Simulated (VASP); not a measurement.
Wanted: the native input for a VASP 6.6.1 run.

| Property | Result |
| --- | --- |
| Task | single point |
| Functional | r2SCAN |
| Potentials or basis | VASP PAW PBE potentials, release 64 (Zn, S) |
| Cutoff | 520 eV |
| k mesh | 6 × 6 × 4 |
| Occupations | gaussian, width 0.05 eV |
| Spin | no spin polarisation |
| Dipole correction | no |
| Further INCAR settings | ALGO = Normal; EDIFF = 1e-06; NBANDS = 26 |

The system is ZnS.

```
Zn S
1.0
     3.81100    0.00000    0.00000
    -1.90550    3.30042    0.00000
     0.00000    0.00000    6.23400
Zn S
2 2
Direct
  0.33333 0.66667 0.00000
  0.66667 0.33333 0.50000
  0.27125 0.62122 0.38500
  0.66667 0.33333 0.88500
```

This cell differs from its parent crystal: atom 3 (S) moved by (-0.150, -0.150) A along x and y.

The input as run:

POSCAR

```
ZnS
1.0
    3.8109987816      0.0000000000      0.0000000000
   -1.9054993908      3.3004217586      0.0000000000
    0.0000000000      0.0000000000      6.2340000000
Zn S
2 2
Direct
    0.3333333333      0.6666666667      0.0000000000
    0.6666666667      0.3333333333      0.5000000000
    0.2712492042      0.6212179298      0.3850000000
    0.6666666667      0.3333333333      0.8850000000
```

INCAR.step1

```
PREC = Accurate
ENCUT = 520
ISMEAR = 0
SIGMA = 0.05
LREAL = False
LASPH = True
NELM = 100
NBANDS = 26
GGA = PE
ALGO = Normal
EDIFF = 1E-4
LWAVE = True
LCHARG = False
```

INCAR.step2

```
PREC = Accurate
ENCUT = 520
EDIFF = 1E-6
ISMEAR = 0
SIGMA = 0.05
LREAL = False
LASPH = True
NELM = 100
ALGO = Normal
ISIF = 2
LWAVE = False
LCHARG = False
METAGGA = R2SCAN
LMIXTAU = True
NBANDS = 26
ISTART = 1
```

KPOINTS

```
regular mesh
0
Gamma
  6 6 4
```

Potentials or basis: VASP PAW PBE potentials, release 64 (Zn, S).

The run is started by

```console
$ cat potpaw_PBE.64/Zn/POTCAR potpaw_PBE.64/S/POTCAR > POTCAR
$ cp INCAR.step1 INCAR
$ mpirun -np 1 vasp_std > vasp.out
$ cp INCAR.step2 INCAR
$ mpirun -np 1 vasp_std > vasp.out
```

Results of the run:

```yaml
Pressure: 1.3 GPa
Largest_force: 2.225 eV/Å
Band_gap_on_the_k_mesh: 2.77 eV
```

Caveat: the cell differs from its parent crystal (atom 3 (S) moved by (-0.150, -0.150) A along x and y); the PAW data sets were made with another functional, which shifts forces and pressure a little.

It took 9.2 min on 1 thread of Intel Xeon 8259CL (shared host), peak memory 0.28 GiB.
